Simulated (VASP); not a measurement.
# Rb (I4_1/amd) in VASP: notebook

Runs on Rb. Level: PBE. Tasks: density of states.

Everything below comes from runs of VASP 6.6.1. Logs are shortened: lines on timing, memory, paths and dates and some standing lists are left out, and cuts for length are marked.

## 1. The cell of the first run

It takes space group I4_1/amd (No. 141, tetragonal). Conventional cell: a = 8.663 Å, b = 8.663 Å, c = 4.672 Å, α = 90.00°, β = 90.00°, γ = 90.00°. Within 5.9 Å of Rb (site symmetry -4m2) lie 10 Rb at 4.49 to 5.57 Å.

## 2. Density of states, PBE (volume scaled by 0.92)

POSCAR reads:

```
Rb
1.0
   -4.3313936271      4.3313936271      2.3362139506
    4.3313936271     -4.3313936271      2.3362139506
    4.3313936271      4.3313936271     -2.3362139506
Rb
2
Direct
   -0.3750000000     -0.1250000000     -0.2500000000
    0.3750000000      0.1250000000      0.2500000000
```

INCAR.step1 reads:

```
SYSTEM = Rb
PREC = Accurate
ENCUT = 520
EDIFF = 1E-6
ISMEAR = -1
SIGMA = 0.08
LREAL = .False.
LASPH = .True.
NELM = 60
ALGO = Normal
ISIF = 2
LWAVE = .False.
LCHARG = .True.
GGA = PE
NBANDS = 16
```

KPOINTS.step1 reads:

```
Automatic mesh
0
Gamma
  9 9 9
  0 0 0
```

INCAR.step2 reads:

```
SYSTEM = Rb
PREC = Accurate
ENCUT = 520
EDIFF = 1E-6
ISMEAR = -5
SIGMA = 0.08
LREAL = .False.
LASPH = .True.
NELM = 60
ALGO = Normal
ISIF = 2
LWAVE = .False.
LCHARG = .False.
GGA = PE
LORBIT = 11
NBANDS = 16
NEDOS = 2001
ICHARG = 11
```

KPOINTS.step2 reads:

```
Automatic mesh
0
Gamma
  14 14 14
  0 0 0
```

Potentials or basis: VASP PAW PBE potentials, release 64 (Rb_sv).

Run with:

```
$ cat potpaw_PBE.64/Rb_sv/POTCAR > POTCAR
$ cp INCAR.step1 INCAR
$ cp KPOINTS.step1 KPOINTS
$ mpirun -np 1 vasp_std > vasp.out
$ cp INCAR.step2 INCAR
$ cp KPOINTS.step2 KPOINTS
$ mpirun -np 1 vasp_std > vasp.out
```

OUTCAR:

```text
SYSTEM = Rb
   PREC = Accurate
   ENCUT = 520
   EDIFF = 1E-6
   ISMEAR = -5
   LREAL = .False.
   LASPH = .True.
   NELM = 60
   ISIF = 2
   GGA = PE
   LORBIT = 11
   ICHARG = 11

 ion  position               nearest neighbor table
   1  0.625  0.875  0.750-   2 4.49   2 4.49   2 4.49   2 4.49   2 5.57   2 5.57   2 5.57   2 5.57

   2  0.375  0.125  0.250-   1 4.49   1 4.49   1 4.49   1 4.49   1 5.57   1 5.57   1 5.57   1 5.57

  LATTYP: Found a body centered tetragonal cell.
 ALAT       =     8.6627872542
 C/A-ratio  =     0.5393677305

  Lattice vectors:

 A1 = (  -4.3313936271,   4.3313936271,   2.3362139506)
 A2 = (   4.3313936271,  -4.3313936271,   2.3362139506)
 A3 = (   4.3313936271,   4.3313936271,  -2.3362139506)

Analysis of symmetry for initial positions (statically):
=====================================================================
 Subroutine PRICEL returns:
 Original cell was already a primitive cell.

 Routine SETGRP: Setting up the symmetry group for a
 body centered tetragonal supercell.

 Subroutine GETGRP returns: Found 16 space group operations
 (whereof  4 operations were pure point group operations)
 out of a pool of 16 trial point group operations.

The static configuration has the point symmetry C_2h.
 The point group associated with its full space group is D_4h.

Analysis of symmetry for dynamics (positions and initial velocities):
=====================================================================
 Subroutine PRICEL returns:
 Original cell was already a primitive cell.

 Routine SETGRP: Setting up the symmetry group for a
 body centered tetragonal supercell.

 Subroutine GETGRP returns: Found 16 space group operations
 (whereof  4 operations were pure point group operations)
 out of a pool of 16 trial point group operations.

The dynamic configuration has the point symmetry C_2h.
 The point group associated with its full space group is D_4h.

 Subroutine INISYM returns: Found 16 space group operations
 (whereof  4 operations are pure point group operations),
 and found     1 'primitive' translations

----------------------------------------------------------------------------------------

                                     Primitive cell

  volume of cell :     175.3186

  direct lattice vectors                    reciprocal lattice vectors
    -4.331393627  4.331393627  2.336213951     0.000000000  0.115436287  0.214021494
     4.331393627 -4.331393627  2.336213951     0.115436287  0.000000000  0.214021494
     4.331393627  4.331393627 -2.336213951     0.115436287  0.115436287  0.000000000

  length of vectors
     6.555900940  6.555900940  6.555900940     0.243168124  0.243168124  0.163251563

  position of ions in fractional coordinates (direct lattice)
     0.625000000  0.875000000  0.750000000
     0.375000000  0.125000000  0.250000000

  ion indices of the primitive-cell ions
   primitive index   ion index
                 1           1
                 2           2

----------------------------------------------------------------------------------------

 KPOINTS: Automatic mesh

Automatic generation of k-mesh.
 Grid dimensions read from file:
 generate k-points for:   14   14   14

 Generating k-lattice:

  Cartesian coordinates                     Fractional coordinates (reciprocal lattice)
     0.000000000  0.008245449  0.015287250     0.071428571  0.000000000  0.000000000
     0.008245449  0.000000000  0.015287250     0.000000000  0.071428571  0.000000000
     0.008245449  0.008245449  0.000000000     0.000000000  0.000000000  0.071428571

  Length of vectors
     0.017369152  0.017369152  0.011660826

  Shift w.r.t. Gamma in fractional coordinates (k-lattice)
     0.000000000  0.000000000  0.000000000

 TETIRR: Found   6594 inequivalent tetrahedra from    16464

 Subroutine IBZKPT returns following result:
 ===========================================

 Found    244 irreducible k-points:

 Following reciprocal coordinates:
            Coordinates               Weight
  0.000000  0.000000  0.000000      1.000000
  0.071429  0.000000 -0.000000      8.000000
  0.142857  0.000000 -0.000000      8.000000
  0.214286  0.000000 -0.000000      8.000000
  0.285714  0.000000 -0.000000      8.000000
  0.357143  0.000000 -0.000000      8.000000
[... 16 lines left out ...]
  0.214286  0.142857 -0.000000     16.000000
  0.285714  0.142857 -0.000000     16.000000
 [... further k-points ...]
   k-points           NKPTS =    244   k-points in BZ     NKDIM =    244   number of bands    NBANDS=     16
   number of dos      NEDOS =   2001   number of ions     NIONS =      2
   total plane-waves  NPLWV = 125000
   dimension x,y,z NGX =    50 NGY =   50 NGZ =   50
   dimension x,y,z NGXF=   100 NGYF=  100 NGZF=  100
   ions per type =               2
   NGX,Y,Z   is equivalent  to a cutoff of  12.68, 12.68, 12.68 a.u.
   NGXF,Y,Z  is equivalent  to a cutoff of  25.36, 25.36, 25.36 a.u.
 SYSTEM =  Rb
   PREC   = accura    normal or accurate (medium, high low for compatibility)
   ISTART =      0    job   : 0-new  1-cont  2-samecut
   ICHARG =     11    charge: 1-file 2-atom 10-const
   ISPIN  =      1    spin polarized calculation?
   LNONCOLLINEAR =      F non collinear calculations
   LSORBIT =      F    spin-orbit coupling
   LASPH  =      T    aspherical Exc in radial PAW
   ENCUT  =  520.0 eV  38.22 Ry    6.18 a.u.  12.19 12.19 12.19*2*pi/ulx,y,z
   NELM   =     60;   NELMIN=  2; NELMDL=  0     # of ELM steps
   EDIFF  = 0.1E-05   stopping-criterion for ELM
   LREAL  =      F    real-space projection
   EDIFFG = 0.1E-04   stopping-criterion for IOM
   NSW    =      0    number of steps for IOM
   IBRION =     -1    ionic relax: 0-MD 1-quasi-New 2-CG
   NFREE  =      0    steps in history (QN), initial steepest desc. (CG)
   ISIF   =      2    stress and relaxation
   ISYM   =      2    0-nonsym 1-usesym 2-fastsym
   POTIM  = 0.5000    time-step for ionic-motion
   TEBEG  =    0.0;   TEEND  =   0.0 temperature during run
   PSTRESS=    0.0 pullay stress
   NELECT =      18.0000    total number of electrons
   NUPDOWN=      -1.0000    fix difference up-down
   EMIN   =  10.00;   EMAX   =-10.00  energy-range for DOS
   EFERMI =   0.00;   METHOD = LEGACY
   ISMEAR =    -5;   SIGMA  =   0.08  broadening in eV -4-tet -1-fermi 0-gaus
   EFERMI_NEDOS =   21; number of points for ismear=-14 and -15
   IALGO  =     38    algorithm
   IMIX   =      4    mixing-type and parameters
     AMIX     =   0.40;   BMIX     =  1.00
     AMIX_MAG =   1.60;   BMIX_MAG =  1.00
  volume/ion in A,a.u.               =      87.66       591.55
  Fermi-wavevector in a.u.,A,eV,Ry     =   0.766578  1.448622  7.995353  0.587642
  Thomas-Fermi vector in A             =   1.866947
   LORBIT       =     11    0 simple, 1 ext, 2 COOP (PROOUT), +10 PAW based schemes
   GGA     = PE    functional components
   LHFCALC =     F    Hartree Fock is set to
   AEXX    =    0.0000 exact exchange contribution
   IVDW    =     0    specifies the selected vdW correction
   LEPSILON=     F    determine dielectric tensor
   LRPA    =     F    only Hartree local field effects (RPA)
 non-spin polarized calculation
 Fermi weights with tetrahedron method with Bloechl corrections
  energy-cutoff  :      520.00
  volume of cell :      175.32
 maximum number of plane-waves:      4749
 NGX is ok and might be reduce to    50

 number of electron      18.0000000 magnetization

 Free energy of the ion-electron system (eV)
  ---------------------------------------------------
  ext. energy  EPLUGINS =         0.00000000
  ---------------------------------------------------
  free energy    TOTEN  =        -1.74490387 eV

  energy without entropy =       -1.74490387  energy(sigma->0) =       -1.74490387

 E-fermi :   0.1226     XC(G=0):  -5.5518

 val. band max:        0.1762558696   @ k =  -0.3571  -0.3571   0.1429
 cond. band min:       0.0537561621   @ k =  -0.3571  -0.3571   0.0714
 fundamental gap:     -0.1224997075
 Fermi energy:         0.1225515799

 k-point     1 :       0.0000    0.0000    0.0000
  band No.  band energies     occupation
      1     -28.8757      2.00000
      2     -28.8624      2.00000
      3     -13.0288      2.00000
      4     -13.0288      2.00000
      5     -12.9024      2.00000
      6     -12.9006      2.00000
[... 8 lines left out ...]
     15       3.1891      0.00000
     16       4.6018      0.00000

 k-point     2 :       0.0714    0.0000   -0.0000
  band No.  band energies     occupation
      1     -28.8753      2.00000
      2     -28.8623      2.00000
      3     -13.0283      2.00000
      4     -13.0264      2.00000
      5     -12.9089      2.00000
      6     -12.9062      2.00000
[... 8 lines left out ...]
     15       3.1981      0.00000
     16       4.1529      0.00000

 k-point     3 :       0.1429    0.0000   -0.0000
  band No.  band energies     occupation
      1     -28.8744      2.00000
      2     -28.8622      2.00000
      3     -13.0269      2.00000
      4     -13.0197      2.00000
      5     -12.9247      2.00000
      6     -12.9211      2.00000
[... 8 lines left out ...]
     15       3.1909      0.00000
     16       3.7453      0.00000

 k-point     4 :       0.2143    0.0000   -0.0000
  band No.  band energies     occupation
      1     -28.8730      2.00000
      2     -28.8621      2.00000
      3     -13.0249      2.00000
      4     -13.0106      2.00000
      5     -12.9473      2.00000
      6     -12.9406      2.00000
[... 8 lines left out ...]
     15       3.0575      0.00000
     16       3.4476      0.00000
[... 324 lines left out ...]
 k-point    22 :       0.1429    0.1429   -0.0000
  band No.  band energies     occupation
      1     -28.8719      2.00000
      2     -28.8615      2.00000
      3     -13.0173      2.00000
      4     -13.0149      2.00000
      5     -12.9667      2.00000
      6     -12.9643      2.00000
[... 8 lines left out ...]
     15       3.1226      0.00000
     16       3.3401      0.00000

 k-point    23 :       0.2143    0.1429   -0.0000
  band No.  band energies     occupation
      1     -28.8705      2.00000
      2     -28.8615      2.00000
      3     -13.0190      2.00000
      4     -13.0106      2.00000
      5     -12.9853      2.00000
      6     -12.9796      2.00000
[... 8 lines left out ...]
     15       3.1053      0.00000
     16       3.2189      0.00000

 k-point    24 :       0.2857    0.1429   -0.0000
  band No.  band energies     occupation
      1     -28.8692      2.00000
      2     -28.8617      2.00000
      3     -13.0257      2.00000
      4     -13.0106      2.00000
      5     -12.9990      2.00000
      6     -12.9783      2.00000
[... 8 lines left out ...]
     15       2.9696      0.00000
     16       3.2520      0.00000

 [... further k-points ...]
[... 5 lines left out ...]
  --------------------------------------------------------------------------------------
  -------------------------------------------------------------------------------------
  Total        0.2548592      0.2548592      0.2389251      0.0000000      0.0000000      0.0000000
  in kB        2.3290719      2.3290719      2.1834558      0.0000000      0.0000000      0.0000000
  external PRESSURE =       2.2805332 kB  Pullay stress =       0.0000000 kB

 VOLUME and BASIS-vectors are now :
 -----------------------------------------------------------------------------
  energy-cutoff  :      520.00
  volume of cell :      175.32
      direct lattice vectors                 reciprocal lattice vectors
    -4.331393627  4.331393627  2.336213951     0.000000000  0.115436287  0.214021494
     4.331393627 -4.331393627  2.336213951     0.115436287  0.000000000  0.214021494
     4.331393627  4.331393627 -2.336213951     0.115436287  0.115436287  0.000000000

 POSITION                                       TOTAL-FORCE (eV/Angst)
 -----------------------------------------------------------------------------------
      4.33139      2.16570      1.75216        -0.000000     -0.000000      0.000000
     -0.00000      2.16570      0.58405         0.000000      0.000000     -0.000000
 -----------------------------------------------------------------------------------
    total drift:                                0.000000     -0.000000      0.000000

  FREE ENERGIE OF THE ION-ELECTRON SYSTEM (eV)
  ---------------------------------------------------
  free  energy   TOTEN  =        -1.7449038714 eV

  energy  without entropy=       -1.7449038714  energy(sigma->0) =       -1.74490387

 total charge

# of ion       s       p       d       tot
------------------------------------------
    1        1.967   5.318   0.006   7.291
    2        1.967   5.318   0.006   7.291
--------------------------------------------------
tot          3.934  10.636   0.011  14.582
```

Run time: 14 min. Hardware: 1 thread of Intel Xeon 6975P-C, shared host; peak memory 0.71 GiB.

What came out:

```
Valence electrons inside the program's atomic spheres : Rb 7.29
```

Caveat: the cell differs from its parent crystal (volume scaled by 0.92); tetrahedron occupations give inexact forces and stress in metals.

## 3. Density of states, PBE

This run uses another cell than the first one, of 95.28 Å³/atom, 1.087 times its volume.

POSCAR reads:

```
Rb
1.0
   -4.4534684240      4.4534684240      2.4020571567
    4.4534684240     -4.4534684240      2.4020571567
    4.4534684240      4.4534684240     -2.4020571567
Rb
2
Direct
   -0.3750000000     -0.1250000000     -0.2500000000
    0.3750000000      0.1250000000      0.2500000000
```

INCAR.step1 reads:

```
SYSTEM = Rb
ALGO = Normal
EDIFF = 1E-6
ENCUT = 520
GGA = PE
ISIF = 2
ISMEAR = -1
LASPH = .True.
LCHARG = .True.
LREAL = .False.
LWAVE = .False.
NBANDS = 16
NELM = 80
PREC = Accurate
SIGMA = 0.08
```

KPOINTS.step1 reads:

```
k-points
0
Gamma
  9 9 9
  0 0 0
```

INCAR.step2 reads:

```
SYSTEM = Rb
ALGO = Normal
EDIFF = 1E-6
ENCUT = 520
GGA = PE
ICHARG = 11
ISIF = 2
ISMEAR = -5
LASPH = .True.
LCHARG = .False.
LORBIT = 11
LREAL = .False.
LWAVE = .False.
NBANDS = 16
NEDOS = 1001
NELM = 80
PREC = Accurate
SIGMA = 0.08
```

KPOINTS.step2 reads:

```
k-points
0
Gamma
  14 14 14
  0 0 0
```

Potentials or basis: VASP PAW PBE potentials, release 64 (Rb_sv).

Run with:

```
$ cat potpaw_PBE.64/Rb_sv/POTCAR > POTCAR
$ cp INCAR.step1 INCAR
$ cp KPOINTS.step1 KPOINTS
$ mpirun -np 1 vasp_std > vasp.out
$ cp INCAR.step2 INCAR
$ cp KPOINTS.step2 KPOINTS
$ mpirun -np 1 vasp_std > vasp.out
```

It took 13 min on 1 thread of Intel Xeon 6975P-C, shared host; peak memory 0.75 GiB.

Results (log left out):

```yaml
Valence_electrons_inside_the_program's_atomic_spheres: Rb 7.29
```

Levels at points of the mesh, in eV from the Fermi level:
```tsv
k point	band 5	band 6	band 7	band 8	band 9	band 10	band 11	band 12	band 13	band 14
(0.00, 0.00, 0.00)	-13.06	-13.06	-13.06	-13.06	-1.92	0.92	1.70	2.33	2.33	2.59
(0.50, 0.00, 0.00)	-13.14	-13.10	-13.09	-13.05	0.19	0.51	1.16	1.95	2.18	2.48
(0.50, 0.50, 0.00)	-13.11	-13.11	-13.06	-13.06	-0.81	-0.81	2.17	2.17	2.38	2.38
(0.50, 0.50, 0.50)	-13.06	-13.06	-13.05	-13.05	-0.08	-0.08	0.39	0.39	2.96	2.96
```

Caveat: tetrahedron occupations give inexact forces and stress in metals.
